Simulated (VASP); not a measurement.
A run of VASP 6.6.1 is set up as follows.

INCAR

```
PREC = Accurate
ENCUT = 520
EDIFF = 1E-7
ISMEAR = 0
SIGMA = 0.05
LREAL = False
LASPH = True
NELM = 150
ALGO = Fast
ISIF = 2
LWAVE = False
LCHARG = False
ISPIN = 2
MAGMOM = 7 7
LORBIT = 11
LMAXMIX = 6
GGA = PE
NBANDS = 28
```

The input KPOINTS:

```
regular mesh
0
Gamma
  8 8 8
```

The input POSCAR:

```
Eu
1.0
    4.3820846082      0.0000000000      0.0000000000
    0.0000000000      4.3820846082      0.0000000000
    0.0000000000      0.0000000000      4.3820846082
Eu
2
Direct
    0.0000000000      0.0000000000      0.0000000000
    0.5000000000      0.5000000000      0.5000000000
```

Potentials or basis: VASP PAW PBE potentials, release 64 (Eu).

The run is started by

```bash
$ cat potpaw_PBE.64/Eu/POTCAR > POTCAR
$ mpirun -np 1 vasp_std > vasp.out
```

(1) What does it give for the site moments?

(2) Predict the net moment.

(3) What does it give for the pressure?

Results:

(1) Eu +6.66 μB.

(2) 14.48 μB per cell.

(3) -0.3 GPa.
